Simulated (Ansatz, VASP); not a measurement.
**Two plane-wave programs on Hf3Br**

```
Hf Br
1.0
     3.28586    0.00000    0.00000
     0.00000    3.28586    0.00000
     0.00000    0.00000    9.33380
Hf Br
3 1
Cartesian
  1.6429 1.6429 7.3024
  1.6429 1.6429 2.0314
  0.0000 0.0000 0.0000
  1.6429 1.6429 4.6669
```

Alike in both runs: functional PBE; k mesh 14 × 14 × 6; occupations gaussian, width 0.1 eV; no spin polarisation.

Ansatz relaxed the structure, and its values are those at the end. VASP's run is a single point on that final structure, the one shown.

```csv
,VASP,Ansatz
version,VASP 6.6.1,Ansatz 0.2.0
potentials or method,"VASP PAW PBE potentials, release 64 (Hf_pv, Br), cutoff 520 eV","scalar-relativistic, plane waves, PAW"
valence electrons in the cell,37,85
```

Ansatz gave:

```
gap on the k mesh at the Fermi level (eV) : none
pressure (GPa)                            : 0.0
```

Q: Estimate VASP's values.

A: gap on the k mesh at the Fermi level (eV): none; pressure (GPa): -0.3.

A gap of «none» marks a metal or a gap that the smearing closes. VASP's potentials hold 37 valence electrons a cell and Ansatz's 85, so a difference there can come from the potentials and not from the codes.

Neither program's run includes spin-orbit coupling.
